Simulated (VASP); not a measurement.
CsCl, 2 atoms in the cell. Symmetry: Pm-3m, No. 221, cubic system. The conventional cell has a = 3.969 Å, b = 3.969 Å, c = 3.969 Å, α = 90.00°, β = 90.00°, γ = 90.00°. Within 4.5 Å of Cs (site symmetry m-3m) lie 8 Cl at 3.44 Å and 6 Cs at 3.97 Å. Within 4.5 Å of Cl (site symmetry m-3m) lie 8 Cs at 3.44 Å and 6 Cl at 3.97 Å. 

```yaml
Program: VASP 6.6.1
Task: relaxation of cell and atoms
Functional: LDA
Potentials_or_basis: VASP PAW LDA potentials, release 64 (Cs_sv, Cl)
Cutoff: 500 eV
k_mesh: 6 × 6 × 6
Occupations: gaussian, width 0.02 eV
Spin: no spin polarisation
Dipole_correction: no
Further_INCAR_settings: ALGO = Normal; EDIFF = 1e-07; IBRION = 2; EDIFFG = -0.005; NSW = 100; ISIF = 3
```

Potentials or basis: VASP PAW LDA potentials, release 64 (Cs_sv, Cl).

Command:

```console
$ cat potpaw_LDA.64/Cs_sv/POTCAR potpaw_LDA.64/Cl/POTCAR > POTCAR
$ mpirun -np 1 vasp_std > vasp.out
```

Hardware: 1 thread of Intel(R) Xeon(R) 6975P-C (Granite Rapids), with other jobs on the host.

Q: How long does it take, and how much memory?

A: It took 8.4 s on 1 thread of Intel(R) Xeon(R) 6975P-C (Granite Rapids), with other jobs on the host, peak memory 0.15 GiB. Counts: scf iterations 19, k points 20, ion steps 2.
